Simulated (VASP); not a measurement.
Input of a VASP 6.6.1 run:

File INCAR:

```
ALGO = Fast ; EDIFF = 1E-7
ENCUT = 520 ; GGA = PS
ISIF = 2 ; ISMEAR = 0
LASPH = T ; LCHARG = T
LELF = T ; LREAL = F
LVHAR = T ; LWAVE = F
NBANDS = 12 ; NELM = 100
PREC = Accurate ; SIGMA = 0.15
```

KPOINTS

```
k-points
0
Gamma
  20 20 20
```

Contents of POSCAR:

```
Nb
1.0
   -0.1057500000      2.1150000000      2.1150000000
    2.1150000000     -0.1057500000      2.1150000000
    2.0092500000      2.0092500000      0.0000000000
Nb
1
Direct
    0.0000000000      0.0000000000      0.0000000000
```

Potentials or basis: VASP PAW PBE potentials, release 64 (Nb_sv).

The run is started by

```console
$ cat potpaw_PBE.64/Nb_sv/POTCAR > POTCAR
$ mpirun -np 1 vasp_std > vasp.out
```

Problem. What does it give for the band gap on the k mesh?

Solution. Zero (an odd number of electrons rules out a gap without spin polarisation).

Problem. Predict the pressure.

Solution. -7.5 GPa.

Stress tensor (GPa, compression positive):
```
-7.79 -3.07  0.00
-3.07 -7.79  0.00
 0.00  0.00 -6.85
```

Caveat: the cell differs from its parent crystal (strain -0.1000 x Voigt [0, 0, 0, 0, 0, 1]); the cell stands under tension; the PAW data sets were made with another functional, which shifts forces and pressure a little.
